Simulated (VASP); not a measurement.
The system is PbS.

```xyz
4
Lattice="2.0937 -6.0310 0.0000 2.0937 6.0310 0.0000 0.0000 0.0000 4.3077" Properties=species:S:1:pos:R:3 pbc="T T T"
Pb    2.0937    4.4561    1.0769
Pb    2.0937   -4.4561    3.2307
S     2.0937    1.7514    1.0769
S     2.0937   -1.7514    3.2307
```

Base run:

- Program: VASP 6.6.1
- Functional: PBE
- Potentials or basis: VASP PAW PBE potentials, release 64 (Pb_d, S)
- Cutoff: 520 eV
- k mesh: 7 × 7 × 6
- Occupations: fermi-dirac, width 0.05 eV
- Spin: no spin polarisation

Its results: band gap on the k mesh 1.29 eV (least direct gap 1.43 eV); pressure 0.0 GPa; largest force 0.049 eV/Å.

**Question.** The run is repeated on the same cell with these changes: functional from PBE to r2SCAN. What comes out?

**Answer.** Band gap on the k mesh 1.57 eV (least direct gap 1.78 eV); pressure -1.1 GPa; largest force 0.128 eV/Å.

Caveats: spin-orbit coupling is left out, which moves the levels of the heavy elements; an odd mesh through Γ misses points on the zone boundary, where band edges can lie; the PAW data sets were made with another functional, which shifts forces and pressure a little (at least some runs).
